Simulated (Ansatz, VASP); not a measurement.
## Tl in VASP and in Ansatz

```
CELL_PARAMETERS angstrom
-1.95385 1.95385 1.95385
1.95385 -1.95385 1.95385
1.95385 1.95385 -1.95385
ATOMIC_POSITIONS crystal
Tl 0.00000 0.00000 0.00000
```

Change from the starting cell: volume scaled by 1.02.

Alike in both runs: task single point; functional LDA; k mesh 13 × 13 × 13; occupations fermi-dirac, width 0.05 eV; no spin polarisation.

|  | VASP | Ansatz |
| --- | --- | --- |
| version | VASP 6.6.1 | Ansatz 0.2.0 |
| potentials or method | VASP PAW LDA potentials, release 64 (Tl_d), cutoff 520 eV | all-electron LAPW, scalar-relativistic |

```csv
,VASP,Ansatz,Ansatz less VASP
pressure (GPa),-3.0,-3.0,-0.05
```

LDA's correlation is that of Perdew and Zunger in VASP and of Perdew and Wang (1992) in Ansatz. Ansatz ran all-electron here, and VASP with PAW potentials.

Neither program's run includes spin-orbit coupling.
